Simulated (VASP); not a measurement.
# PbS (Galena) (Fm-3m) in VASP: a series of runs, part 2 of 2

VASP 6.6.1.

### 6 Single point, LDA

This run uses another cell than the first one, of 27.65 Å³/atom, 1.128 times its volume.

INCAR

```
ALGO     = Normal         # electronic algorithm
EDIFF    = 1E-6           # SCF threshold, eV
ENCUT    = 500            # plane-wave cutoff, eV
GGA_COMPAT= F            
ISIF     = 2              # what is computed and relaxed
ISMEAR   = 0              # smearing method
LASPH    = T              # aspherical terms in the spheres
LCHARG   = F              # write CHGCAR
LREAL    = F              # projectors in reciprocal space
LWAVE    = F              # write WAVECAR
NBANDS   = 17             # bands
NELM     = 120            # most SCF steps
PREC     = Accurate       # precision mode
SIGMA    = 0.01           # smearing width, eV
```

KPOINTS

```
k-points
0
Gamma
  5 5 5
```

POSCAR

```
PbS
1.0
    0.0000000000      3.0239167281      3.0239167281
    3.0239167281      0.0000000000      3.0239167281
    3.0239167281      3.0239167281      0.0000000000
Pb S
1 1
Direct
    0.0000000000      0.0000000000      0.0000000000
    0.5000000000      0.5000000000      0.5000000000
```

Potentials or basis: VASP PAW LDA potentials, release 64 (Pb_d, S).

Run with:

```console
$ cat potpaw_LDA.64/Pb_d/POTCAR potpaw_LDA.64/S/POTCAR > POTCAR
$ mpirun -np 1 vasp_std > vasp.out
```

OUTCAR:

```text
EDIFF = 1E-6
   ENCUT = 500
   ISIF = 2
   ISMEAR = 0
   LASPH = T
   LREAL = F
   NELM = 120
   PREC = Accurate

 ion  position               nearest neighbor table
   1  0.000  0.000  0.000-   2 3.02   2 3.02   2 3.02   2 3.02   2 3.02   2 3.02
   2  0.500  0.500  0.500-   1 3.02   1 3.02   1 3.02   1 3.02   1 3.02   1 3.02

  LATTYP: Found a face centered cubic cell.
 ALAT       =     6.0478334562

  Lattice vectors:

 A1 = (   0.0000000000,   3.0239167281,   3.0239167281)
 A2 = (   3.0239167281,   0.0000000000,   3.0239167281)
 A3 = (   3.0239167281,   3.0239167281,   0.0000000000)

Analysis of symmetry for initial positions (statically):
=====================================================================
 Subroutine PRICEL returns:
 Original cell was already a primitive cell.

 Routine SETGRP: Setting up the symmetry group for a
 face centered cubic supercell.

 Subroutine GETGRP returns: Found 48 space group operations
 (whereof 48 operations were pure point group operations)
 out of a pool of 48 trial point group operations.

The static configuration has the point symmetry O_h .

Analysis of symmetry for dynamics (positions and initial velocities):
=====================================================================
 Subroutine PRICEL returns:
 Original cell was already a primitive cell.

 Routine SETGRP: Setting up the symmetry group for a
 face centered cubic supercell.

 Subroutine GETGRP returns: Found 48 space group operations
 (whereof 48 operations were pure point group operations)
 out of a pool of 48 trial point group operations.

The dynamic configuration has the point symmetry O_h .

 Subroutine INISYM returns: Found 48 space group operations
 (whereof 48 operations are pure point group operations),
 and found     1 'primitive' translations

----------------------------------------------------------------------------------------

                                     Primitive cell

  volume of cell :      55.3018

  direct lattice vectors                    reciprocal lattice vectors
     0.000000000  3.023916728  3.023916728    -0.165348469  0.165348469  0.165348469
     3.023916728  0.000000000  3.023916728     0.165348469 -0.165348469  0.165348469
     3.023916728  3.023916728  0.000000000     0.165348469  0.165348469 -0.165348469

  length of vectors
     4.276464048  4.276464048  4.276464048     0.286391948  0.286391948  0.286391948

  position of ions in fractional coordinates (direct lattice)
     0.000000000  0.000000000  0.000000000
     0.500000000  0.500000000  0.500000000

  ion indices of the primitive-cell ions
   primitive index   ion index
                 1           1
                 2           2

----------------------------------------------------------------------------------------

 KPOINTS: k-points

Automatic generation of k-mesh.
 Grid dimensions read from file:
 generate k-points for:    5    5    5

 Generating k-lattice:

  Cartesian coordinates                     Fractional coordinates (reciprocal lattice)
    -0.033069694  0.033069694  0.033069694     0.200000000  0.000000000  0.000000000
     0.033069694 -0.033069694  0.033069694     0.000000000  0.200000000  0.000000000
     0.033069694  0.033069694 -0.033069694     0.000000000  0.000000000  0.200000000

  Length of vectors
     0.057278390  0.057278390  0.057278390

  Shift w.r.t. Gamma in fractional coordinates (k-lattice)
     0.000000000  0.000000000  0.000000000

 Subroutine IBZKPT returns following result:
 ===========================================

 Found     10 irreducible k-points:

 Following reciprocal coordinates:
            Coordinates               Weight
  0.000000  0.000000  0.000000      1.000000
  0.200000  0.000000  0.000000      8.000000
  0.400000  0.000000  0.000000      8.000000
  0.200000  0.200000  0.000000      6.000000
  0.400000  0.200000  0.000000     24.000000
 -0.400000  0.200000  0.000000     24.000000
 -0.200000  0.200000  0.000000     12.000000
  0.400000  0.400000  0.000000      6.000000
 -0.400000  0.400000  0.000000     12.000000
 -0.400000  0.400000  0.200000     24.000000
   k-points           NKPTS =     10   k-points in BZ     NKDIM =     10   number of bands    NBANDS=     17
   number of dos      NEDOS =    301   number of ions     NIONS =      2
   total plane-waves  NPLWV =  32768
   dimension x,y,z NGX =    32 NGY =   32 NGZ =   32
   dimension x,y,z NGXF=    64 NGYF=   64 NGZF=   64
   ions per type =               1   1
   NGX,Y,Z   is equivalent  to a cutoff of  12.44, 12.44, 12.44 a.u.
   NGXF,Y,Z  is equivalent  to a cutoff of  24.88, 24.88, 24.88 a.u.
 SYSTEM =  unknown system
   PREC   = accura    normal or accurate (medium, high low for compatibility)
   ISTART =      0    job   : 0-new  1-cont  2-samecut
   ICHARG =      2    charge: 1-file 2-atom 10-const
   ISPIN  =      1    spin polarized calculation?
   LNONCOLLINEAR =      F non collinear calculations
   LSORBIT =      F    spin-orbit coupling
   LASPH  =      T    aspherical Exc in radial PAW
   ENCUT  =  500.0 eV  36.75 Ry    6.06 a.u.   7.80  7.80  7.80*2*pi/ulx,y,z
   NELM   =    120;   NELMIN=  2; NELMDL= -5     # of ELM steps
   EDIFF  = 0.1E-05   stopping-criterion for ELM
   LREAL  =      F    real-space projection
   EDIFFG = 0.1E-04   stopping-criterion for IOM
   NSW    =      0    number of steps for IOM
   IBRION =     -1    ionic relax: 0-MD 1-quasi-New 2-CG
   NFREE  =      0    steps in history (QN), initial steepest desc. (CG)
   ISIF   =      2    stress and relaxation
   ISYM   =      2    0-nonsym 1-usesym 2-fastsym
   POTIM  = 0.5000    time-step for ionic-motion
   TEBEG  =    0.0;   TEEND  =   0.0 temperature during run
   PSTRESS=    0.0 pullay stress
   NELECT =      20.0000    total number of electrons
   NUPDOWN=      -1.0000    fix difference up-down
   EMIN   =  10.00;   EMAX   =-10.00  energy-range for DOS
   EFERMI =   0.00;   METHOD = LEGACY
   ISMEAR =     0;   SIGMA  =   0.01  broadening in eV -4-tet -1-fermi 0-gaus
   EFERMI_NEDOS =   21; number of points for ismear=-14 and -15
   IALGO  =     38    algorithm
   IMIX   =      4    mixing-type and parameters
     AMIX     =   0.40;   BMIX     =  1.00
     AMIX_MAG =   1.60;   BMIX_MAG =  1.00
  volume/ion in A,a.u.               =      27.65       186.60
  Fermi-wavevector in a.u.,A,eV,Ry     =   1.166375  2.204130 18.509794  1.360431
  Thomas-Fermi vector in A             =   2.302889
   LORBIT       =      0    0 simple, 1 ext, 2 COOP (PROOUT), +10 PAW based schemes
   GGA     = CA    functional components
   LHFCALC =     F    Hartree Fock is set to
   AEXX    =    0.0000 exact exchange contribution
   IVDW    =     0    specifies the selected vdW correction
   LEPSILON=     F    determine dielectric tensor
   LRPA    =     F    only Hartree local field effects (RPA)
 non-spin polarized calculation
 Gauss-broadening in eV      SIGMA  =   0.01
  energy-cutoff  :      500.00
  volume of cell :       55.30
 maximum number of plane-waves:      1422
   NGX = 15   NGY = 15   NGZ = 15

 number of electron      20.0000006 magnetization

 Free energy of the ion-electron system (eV)
  ---------------------------------------------------
  ext. energy  EPLUGINS =         0.00000000
  ---------------------------------------------------
  free energy    TOTEN  =        -9.91692777 eV

  energy without entropy =       -9.91692777  energy(sigma->0) =       -9.91692777

 E-fermi :   4.5465     XC(G=0):  -9.7680

 val. band max:        4.4302279274   @ k =   0.4000   0.0000   0.0000
 cond. band min:       5.6890644178   @ k =   0.4000   0.0000   0.0000
 fundamental gap:      1.2588364904
 Fermi energy:         4.5465189291

 k-point     1 :       0.0000    0.0000    0.0000
  band No.  band energies     occupation
      1     -11.8453      2.00000
      2     -11.8453      2.00000
      3     -11.8453      2.00000
      4     -11.8349      2.00000
      5     -11.8349      2.00000
      6      -8.2235      2.00000
[... 9 lines left out ...]
     16      11.6233      0.00000
     17      13.4359      0.00000
[... 161 lines left out ...]
 k-point    10 :      -0.4000    0.4000    0.2000
  band No.  band energies     occupation
      1     -11.9069      2.00000
      2     -11.8413      2.00000
      3     -11.8358      2.00000
      4     -11.8173      2.00000
      5     -11.8004      2.00000
      6      -6.8086      2.00000
[... 9 lines left out ...]
     16      16.2942      0.00000
     17      16.3487      0.00000

------------------------ aborting loop because EDIFF is reached ----------------------------------------

  FORCE on cell =-STRESS in cart. coord.  units (eV):
  Direction    XX          YY          ZZ          XY          YZ          ZX
  --------------------------------------------------------------------------------------
  -------------------------------------------------------------------------------------
  Total       -1.8836689     -1.8836689     -1.8836689      0.0000000      0.0000000      0.0000000
  in kB      -54.5727277    -54.5727277    -54.5727277      0.0000000      0.0000000      0.0000000
  external PRESSURE =     -54.5727277 kB  Pullay stress =       0.0000000 kB

 VOLUME and BASIS-vectors are now :
 -----------------------------------------------------------------------------
  energy-cutoff  :      500.00
  volume of cell :       55.30
      direct lattice vectors                 reciprocal lattice vectors
     0.000000000  3.023916728  3.023916728    -0.165348469  0.165348469  0.165348469
     3.023916728  0.000000000  3.023916728     0.165348469 -0.165348469  0.165348469
     3.023916728  3.023916728  0.000000000     0.165348469  0.165348469 -0.165348469

 POSITION                                       TOTAL-FORCE (eV/Angst)
 -----------------------------------------------------------------------------------
      0.00000      0.00000      0.00000         0.000000      0.000000     -0.000000
      3.02392      3.02392      3.02392        -0.000000     -0.000000      0.000000
 -----------------------------------------------------------------------------------
    total drift:                                0.000000     -0.000000     -0.000000

  FREE ENERGIE OF THE ION-ELECTRON SYSTEM (eV)
  ---------------------------------------------------
  free  energy   TOTEN  =        -9.9169277706 eV

  energy  without entropy=       -9.9169277706  energy(sigma->0) =       -9.91692777
```

It took 5.4 s on 1 thread of Intel Xeon Platinum 8559C (Emerald Rapids), shared host; peak memory 0.15 GiB.

Results:

| Item | Value |
| --- | --- |
| Free energy | -9.9169 eV |
| Pressure | -5.5 GPa |

Caveat: this odd mesh misses L, where the gap lies, so gap, dielectric constants and Born charges aren't listed; spin-orbit coupling is left out, which moves the levels of the heavy elements.

### 7 Summary

| cell | pressure (GPa) |
| --- | --- |
| a = 4.109 Å, angles 60.0°, 2 atoms | 1.0 |
| a = 4.152 Å, angles 60.0°, 2 atoms | -1.1 |
| a = 4.194 Å, angles 60.0°, 2 atoms | -2.8 |
| a = 4.236 Å, angles 60.0°, 2 atoms | -4.2 |
| a = 4.276 Å, angles 60.0°, 2 atoms | -5.5 |

Alike in all rows: task single point; level LDA; potentials or basis VASP PAW LDA potentials, release 64 (Pb_d, S); no spin polarisation; k mesh 5 × 5 × 5; cutoff (eV) 500; smearing gaussian 0.01 eV.

Caveats: spin-orbit coupling is left out, which moves the levels of the heavy elements.

Total energies depend on the potentials used, so only differences within one code and one set of settings carry meaning.
